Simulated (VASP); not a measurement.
Here is a VASP 6.6.1 calculation.

File INCAR:

```
SYSTEM = CuO
ALGO = Normal
EDIFF = 1E-7
ENCUT = 520
GGA = PS
ISIF = 2
ISMEAR = 0
LASPH = .TRUE.
LCHARG = .FALSE.
LREAL = .FALSE.
LWAVE = .FALSE.
NBANDS = 25
NELM = 60
PREC = Accurate
SIGMA = 0.15
```

File KPOINTS:

```
k-points
0
G
  16 16 10
  0 0 0
```

POSCAR

```
CuO
1.0
    2.0425330993     -2.0503581635      0.0000000000
    2.0425330993      2.0503581635      0.0000000000
    0.0000000000      0.0000000000      5.0922648207
Cu O
2 2
Direct
   -0.0000660608      0.4654469508      0.0000000000
    0.4999339392     -0.0345530492      0.5000000000
    0.5000000000      0.5000000000      0.2500000000
    0.5000000000      0.5000000000      0.7500000000
```

Potentials or basis: VASP PAW PBE potentials, release 64 (Cu, O).

Launch:

```console
$ cat potpaw_PBE.64/Cu/POTCAR potpaw_PBE.64/O/POTCAR > POTCAR
$ mpirun -np 1 vasp_std > vasp.out
```

(1) Predict the band gap on the k mesh.

(2) What does it give for the pressure?

Answers

(1) zero (bands 17 and 18 overlap by 1.14 eV).

(2) 1.6 GPa.

Caveat: the cell differs from its parent crystal (all Cu atoms moved -0.100 Å, as atom 1 along Cartesian [1 1 0]); the PAW data sets were made with another functional, which shifts forces and pressure a little; semilocal functionals often make such compounds metallic where correlation or magnetic order opens a gap, which also shifts bond lengths.
